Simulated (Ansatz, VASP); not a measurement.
**Two plane-wave programs on AlN**

File INCAR:

```
ALGO = Normal
EDIFF = 1E-6
ENCUT = 600
GGA = CA
GGA_COMPAT = F
ISIF = 2
ISMEAR = 0
LASPH = T
LCHARG = F
LREAL = F
LWAVE = F
NBANDS = 11
NELM = 120
PREC = Accurate
SIGMA = 0.01
```

Contents of KPOINTS:

```
k-points
0
Gamma
  10 10 10
```

Contents of POSCAR:

```
AlN
1.0
    0.0000000000      2.0292193185      2.0292193185
    2.0292193185      0.0000000000      2.0292193185
    2.0292193185      2.0292193185      0.0000000000
Al N
1 1
Direct
    0.0000000000      0.0000000000      0.0000000000
    0.5000000000      0.5000000000      0.5000000000
```

Input for Ansatz:

```yaml
crystal:
  lattice:
    - [0.0, 2.0292193185, 2.0292193185]
    - [2.0292193185, 0.0, 2.0292193185]
    - [2.0292193185, 2.0292193185, 0.0]
  atoms:
    - { symbol: Al, position: [0.0, 0.0, 0.0] }
    - { symbol: "N", position: [0.5, 0.5, 0.5] }
scf:
  occupations: { method: fixed }
output:
  forces: true
  stress: true
  eigenvalues: true
hamiltonian:
  xc: lda
basis:
  ecutwfc: 520
kpoints:
  mp_grid: { grid: [10, 10, 10] }
```

Alike in both runs: task single point; functional LDA; k mesh 10 × 10 × 10; no spin polarisation.

|  | VASP | Ansatz |
| --- | --- | --- |
| version | VASP 6.6.1 | Ansatz 0.2.0 |
| potentials or method | VASP PAW LDA potentials, release 64 (Al, N), cutoff 600 eV | scalar-relativistic, plane waves, PAW |
| occupations | gaussian, width 0.01 eV | fixed |
| valence electrons in the cell | 8 | 8 |

```csv
,VASP,Ansatz,Ansatz less VASP
gap on the k mesh at the Fermi level (eV),4.35,4.37,+0.012
least direct gap on the mesh (eV),5.61,5.59,-0.017
pressure (GPa),-8.7,-9.1,-0.41
```

LDA's correlation is that of Perdew and Zunger in VASP and of Perdew and Wang (1992) in Ansatz.
